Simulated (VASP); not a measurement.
Set up this calculation in VASP 6.6.1, as the native input.

```yaml
Task: single point
Functional: PBEsol
Potentials_or_basis: VASP PAW PBE potentials, release 64 (Yb, C)
Cutoff: 520 eV
k_mesh: 10 × 10 × 10
Occupations: gaussian, width 0.05 eV
Spin: collinear spin
Starting_moments: "[0.05, 0.0] μB"
Dipole_correction: no
Further_INCAR_settings: ALGO = Normal; EDIFF = 1e-06; NBANDS = 25
```

The structure of YbC lies in POSCAR:

```
YbC
1.0
    3.0256468391      0.0000000000      0.0000000000
    0.0000000000      3.0256468391      0.0000000000
    0.0000000000      0.0000000000      3.0256468391
Yb C
1 1
Direct
    0.0000000000      0.0000000000      0.0000000000
    0.5000000000      0.5000000000      0.5000000000
```

These files were run (other wordings do the same):

INCAR

```
  PREC = Accurate
  ENCUT = 520
  EDIFF = 1E-6
  ISMEAR = 0
  SIGMA = 0.05
  LREAL = False
  LASPH = True
  NELM = 150
  ALGO = Normal
  ISIF = 2
  LWAVE = False
  LCHARG = False
  ISPIN = 2
  MAGMOM = 0.05 0
  LORBIT = 11
  LMAXMIX = 6
  GGA = PS
  NBANDS = 25
```

KPOINTS

```
Automatic mesh
0
Gamma
  10 10 10
```

Potentials or basis: VASP PAW PBE potentials, release 64 (Yb, C).

Run with:

```sh
$ cat potpaw_PBE.64/Yb/POTCAR potpaw_PBE.64/C/POTCAR > POTCAR
$ mpirun -np 1 vasp_std > vasp.out
```

Results of the run:

```json
{
  "Pressure": "-3.8 GPa",
  "Band gap on the k mesh": "zero (filled and empty bands overlap)",
  "Net moment": "0.00 μB per cell",
  "Valence electrons inside the program's atomic spheres": "Yb 22.32; C 2.19"
}
```

Caveat: the cell stands under tension; the PAW data sets were made with another functional, which shifts forces and pressure a little; spin-orbit coupling is left out, which moves the levels of the heavy elements.

Run time: 5.5 min on 1 thread of Intel Xeon 8259CL (shared host), peak memory 0.21 GiB.
